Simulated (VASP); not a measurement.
## MgO (wurtzite type): single point with PBE

MgO (wurtzite type):

```
Mg O
1.0
     3.41605    0.00000    0.00000
    -1.70802    2.95838    0.00000
     0.00000    0.00000    4.12409
Mg O
2 2
Direct
  0.33333 0.66667 0.93800
  0.66667 0.33333 0.43800
  0.33333 0.66667 0.43800
  0.66667 0.33333 0.93800
```

```yaml
Program: VASP 6.6.1
Task: single point
Functional: PBE
Potentials_or_basis: VASP PAW PBE potentials, release 64 (Mg, O)
Cutoff: 520 eV
k_mesh: 12 × 12 × 6
Occupations: fermi-dirac, width 0.05 eV
Spin: no spin polarisation
Dipole_correction: no
Further_INCAR_settings: ALGO = Normal; EDIFF = 1e-06; NBANDS = 16
```

```
Pressure               : 12.5 GPa
Band gap on the k mesh : 3.71 eV, direct
```

Stress tensor (GPa, compression positive):
```
12.59  0.00  0.00
 0.00 12.59  0.00
 0.00  0.00 12.40
```

Levels at points of the mesh, in eV from the valence-band top:
```tsv
k point	band 5	band 6	band 7	band 8	band 9	band 10	band 11	band 12
(0.00, 0.00, 0.00)	-1.84	-0.90	-0.90	0.00	3.71	9.90	12.62	12.96
(0.50, 0.00, 0.00)	-2.47	-2.08	-1.39	-0.58	7.16	9.63	9.96	12.76
(0.00, 0.00, 0.50)	-1.39	-1.39	-1.39	-1.39	6.76	6.76	13.32	13.32
(0.50, 0.00, 0.50)	-1.64	-1.64	-0.90	-0.90	7.51	7.51	12.58	12.58
```

It took 72 s on 1 thread of Intel Xeon 8259CL, with other jobs on the host, peak memory 0.19 GiB.

A k mesh can miss the band edges. PBE gaps usually lie below the measured ones, often by a third to a half.
